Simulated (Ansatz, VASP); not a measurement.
# Two plane-wave programs on Ir

File INCAR:

```
SYSTEM = Ir
ALGO = Normal
EDIFF = 1E-6
EDIFFG = -0.005
ENCUT = 600
GGA = PE
IBRION = 2
ISIF = 3
ISMEAR = -1
LASPH = .True.
LCHARG = .False.
LREAL = .False.
LWAVE = .False.
NELM = 100
NSW = 60
PREC = Accurate
SIGMA = 0.05
```

KPOINTS

```
k-points
0
Gamma
  19 19 19
  0 0 0
```

File POSCAR:

```
Ir
1.0
   -1.5364055710      1.5364055710      1.5364055710
    1.5364055710     -1.5364055710      1.5364055710
    1.5364055710      1.5364055710     -1.5364055710
Ir
1
Direct
    0.0000000000      0.0000000000      0.0000000000
```

Input for Ansatz:

```yaml
crystal:
  lattice:
    - [-1.536405571, 1.536405571, 1.536405571]
    - [1.536405571, -1.536405571, 1.536405571]
    - [1.536405571, 1.536405571, -1.536405571]
  atoms:
    - { symbol: Ir, position: [0.0, 0.0, 0.0] }
kpoints:
  mp_grid: { grid: [19, 19, 19] }
scf:
  occupations: { method: fermi_dirac, width: 0.05 }
hamiltonian:
  xc: pbe
  pseudopotentials: { kind: paw }
output:
  forces: true
  stress: true
relax:
  f_tol: 0.005
  max_steps: 40
  cell: {}
```

Alike in both runs: task relaxation of cell and atoms; functional PBE; k mesh 19 × 19 × 19; occupations fermi-dirac, width 0.05 eV; no spin polarisation.

|  | VASP | Ansatz |
| --- | --- | --- |
| version | VASP 6.6.1 | Ansatz 0.2.0 |
| potentials or method | VASP PAW PBE potentials, release 64 (Ir) | PAW with Ansatz's default frozen-core files, scalar-relativistic |
| plane-wave cutoff (eV) | 600 | 420 |
| valence electrons in the cell | 9 | 17 |

Ansatz gave:

* relaxed volume (Å³/atom): 15.04
* relaxed cell length with the largest relative difference (Å): 2.694

**Question.** Estimate VASP's values.

**Answer.** Relaxed volume (Å³/atom): 15.07; relaxed cell length with the largest relative difference (Å): 2.695.

VASP's potentials hold 9 valence electrons a cell and Ansatz's 17, so a difference there can come from the potentials and not from the codes.

Spin-orbit coupling is off throughout.
